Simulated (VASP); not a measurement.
A run of VASP 6.6.1:

Contents of INCAR:

```
PREC = Accurate ; ENCUT = 520
EDIFF = 1E-7 ; ISMEAR = -1
SIGMA = 0.05 ; LREAL = Auto
LASPH = True ; NELM = 100
ALGO = Normal ; ISIF = 2
LWAVE = False ; LCHARG = False
GGA = PE ; NELECT = 142.0
NBANDS = 88
```

The input KPOINTS:

```
Automatic mesh
0
Gamma
  2 1 1
```

File POSCAR:

```
Sr4Li3Sb4S12
1.0
    6.0486000000      0.0000000000      0.0000000000
    0.0000000000     12.5725200000      0.0000000000
   -0.0439650000      0.0000000000      8.0997010000
Li Sr Sb S
3 4 4 12
Direct
    0.2622773295      0.7272209549      0.3095793289
    0.8528775469      0.3243502496      0.6030963365
    0.2389991353      0.7221623032      0.9100459387
    0.7504630940      0.5645168988      0.2172425871
    0.2266113943      0.1081724268      0.3521364554
    0.3332519846      0.4260164231      0.8121904747
    0.7268132193      0.9440987169      0.6460238471
    0.7513586580      0.9080041233      0.1471165417
    0.2418368157      0.4202657860      0.3405928194
    0.2487399698      0.0707018163      0.8422286205
    0.7167366006      0.5750796181      0.6653702402
    0.3655778665      0.8572028519      0.1372519800
    0.6425787255      0.3670306351      0.3343950598
    0.6314897660      0.1181306532      0.8445126555
    0.3047248560      0.6295078473      0.6495795339
    0.8935905472      0.7773938717      0.3541859138
    0.2065898448      0.2895044112      0.1382767092
    0.2187654004      0.2357363520      0.6419743149
    0.8224344642      0.6966940597      0.8888229331
    0.7295130682      0.0593516654      0.3623960934
    0.2301788296      0.5631647434      0.1105349444
    0.2007930432      0.9468109814      0.6122324762
    0.7874492915      0.4388300834      0.8771928742
```

Potentials or basis: VASP PAW PBE potentials, release 64 (Li_sv, Sr_sv, Sb, S).

The run is started by

```sh
$ cat potpaw_PBE.64/Li_sv/POTCAR potpaw_PBE.64/Sr_sv/POTCAR potpaw_PBE.64/Sb/POTCAR potpaw_PBE.64/S/POTCAR > POTCAR
$ mpirun -np 1 vasp_std > vasp.out
```

Hardware: 1 thread of Intel(R) Xeon(R) Platinum 8488C (Sapphire Rapids) (shared host).

Question: How long does it take, and how much memory?

Answer: Wall time 3 min on 1 thread of Intel(R) Xeon(R) Platinum 8488C (Sapphire Rapids), on a shared host, peak memory 0.62 GiB. Counts: scf iterations 18, k points 2.
